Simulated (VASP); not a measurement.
# H: single point with PBE

The system is H.

```
H
1.0
     3.70223    0.00000    0.00000
    -1.85112    3.20623    0.00000
     0.00000    0.00000    4.88434
H
4
Cartesian
  0.0000 2.1375 0.8458
  1.8511 1.0687 3.2880
  1.8511 1.0687 4.0385
  0.0000 2.1375 1.5963
```

This cell differs from its parent crystal: volume scaled by 0.88, then relaxed in part.

```yaml
Program: VASP 6.6.1
Task: single point
Functional: PBE
Potentials_or_basis: VASP PAW PBE potentials, release 64 (H)
Cutoff: 520 eV
k_mesh: 9 × 9 × 6
Occupations: gaussian, width 0.02 eV
Spin: no spin polarisation
Dipole_correction: no
Further_INCAR_settings: ALGO = Normal; EDIFF = 1e-06; NBANDS = 10
```

```yaml
Pressure: -0.1 GPa
Largest_force: 0.012 eV/Å
Band_gap_on_the_k_mesh: 9.17 eV, direct
```

Forces on the atoms (eV/Å):
```
H    0.000  0.000  0.012
H    0.000  0.000  0.012
H    0.000  0.000 -0.012
H    0.000  0.000 -0.012
```

Levels at points of the mesh, in eV from the valence-band top:
| k point | band 1 | band 2 | band 3 | band 4 | band 5 |
| --- | --- | --- | --- | --- | --- |
| (0.00, 0.00, 0.00) | -1.71 | 0.00 | 9.17 | 12.42 | 15.37 |
| (0.00, 0.00, 0.50) | -0.95 | -0.95 | 10.51 | 10.51 | 17.64 |

It took 30 s on 1 thread of AMD EPYC 7R13, on a shared host, peak memory 0.14 GiB.

 A k mesh can miss the band edges.
